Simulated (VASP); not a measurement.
Here is a VASP 6.6.1 calculation.

The input INCAR:

```
SYSTEM = TaHO2
PREC = Accurate
ENCUT = 520
EDIFF = 1E-6
ISMEAR = 0
SIGMA = 0.1
LREAL = .False.
LASPH = .True.
NELM = 60
ALGO = Normal
ISIF = 2
LWAVE = .False.
LCHARG = .False.
GGA = PE
NBANDS = 34
```

Contents of KPOINTS:

```
regular mesh
0
Gamma
  12 12 4
  0 0 0
```

The input POSCAR:

```
TaHO2
1.0
    2.9107725459      0.0000000000      0.0000000000
   -1.4553862729      2.5208029694      0.0000000000
    0.0000000000      0.0000000000     10.3224439148
Ta H O
2 2 4
Direct
    0.6666666667      0.3333333333      0.7500000000
    0.3333333333      0.6666666667      0.2500000000
    0.0000000000      0.0000000000      0.0000000000
    0.0000000000      0.0000000000      0.5000000000
    0.3333333333      0.6666666667      0.8745219494
    0.3333333333      0.6666666667      0.6254780506
    0.6666666667      0.3333333333      0.3745219494
    0.6666666667      0.3333333333      0.1254780506
```

Potentials or basis: VASP PAW PBE potentials, release 64 (Ta_pv, H, O).

Command:

```bash
$ cat potpaw_PBE.64/Ta_pv/POTCAR potpaw_PBE.64/H/POTCAR potpaw_PBE.64/O/POTCAR > POTCAR
$ mpirun -np 1 vasp_std > vasp.out
```

(1) Predict the pressure.

(2) What does it give for the band gap on the k mesh?

## Answers

(1) 0.6 GPa.

(2) zero (band 24 reaches 5.66 eV, above the bottom of band 25 at 4.56 eV).

Caveat: spin-orbit coupling is left out, which moves the levels of the heavy elements.
